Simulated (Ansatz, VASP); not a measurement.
Cu in VASP and in Ansatz

The input POSCAR:

```
Cu
1.0
    2.4823658959      0.0000000000      0.0000000000
   -1.2411829479      2.1497919273      0.0000000000
    0.0000000000      0.0000000000      4.0286174227
Cu
2
Direct
    0.6666666667      0.3333333333      0.7500000000
    0.3333333333      0.6666666667      0.2500000000
```

The input INCAR.step1:

```
SYSTEM = Cu
PREC = Accurate
ENCUT = 520
ISMEAR = -1
SIGMA = 0.05
LREAL = .FALSE.
LASPH = .TRUE.
NELM = 80
NBANDS = 18
GGA = PE
ALGO = Normal
EDIFF = 1E-4
LWAVE = .TRUE.
LCHARG = .FALSE.
```

INCAR.step2

```
SYSTEM = Cu
PREC = Accurate
ENCUT = 520
EDIFF = 1E-6
ISMEAR = -1
SIGMA = 0.05
LREAL = .FALSE.
LASPH = .TRUE.
NELM = 80
ALGO = Normal
ISIF = 2
LWAVE = .FALSE.
LCHARG = .TRUE.
METAGGA = R2SCAN
LMIXTAU = .TRUE.
LELF = .TRUE.
LVHAR = .TRUE.
NBANDS = 18
ISTART = 1
```

KPOINTS

```
regular mesh
0
G
  12 12 7
  0 0 0
```

File input.yaml:

```yaml
crystal:
  lattice:
    - [2.4823658959, 0.0, 0.0]
    - [-1.2411829479, 2.1497919273, 0.0]
    - [0.0, 0.0, 4.0286174227]
  atoms:
    - { symbol: Cu, position: [0.6666666667, 0.3333333333, 0.75] }
    - { symbol: Cu, position: [0.3333333333, 0.6666666667, 0.25] }
hamiltonian:
  xc: r2scan
  pseudopotentials: { kind: paw }
kpoints:
  mp_grid: { grid: [12, 12, 7] }
scf:
  occupations: { method: fermi_dirac, width: 0.05 }
output:
  forces: true
  stress: true
  eigenvalues: true
```

Alike in both runs: task single point; functional r2SCAN; k mesh 12 × 12 × 7; occupations fermi-dirac, width 0.05 eV; no spin polarisation.

|  | VASP | Ansatz |
| --- | --- | --- |
| version | VASP 6.6.1 | Ansatz 0.2.0 |
| potentials or method | VASP PAW PBE potentials, release 64 (Cu) | Ansatz PAW |
| plane-wave cutoff (eV) | 520 | 500 |
| valence electrons in the cell | 22 | 38 |

Ansatz gave:

```
gap on the k mesh at the Fermi level (eV)                     : none
pressure (GPa)                                                : 12.2
traceless stress, the component that is largest in VASP (GPa) : 0.46
```

Problem. Estimate VASP's values.

Solution. gap on the k mesh at the Fermi level (eV): none; pressure (GPa): 13.0; traceless stress, the component that is largest in VASP (GPa): 0.28.

VASP's potentials were made for PBE, not for r2SCAN. A gap of «none» marks a metal or a gap that the smearing closes. With one functional, cell and mesh, what is left measures potentials, basis and numerics. VASP's potentials hold 22 valence electrons a cell and Ansatz's 38, so a difference there can come from the potentials and not from the codes.
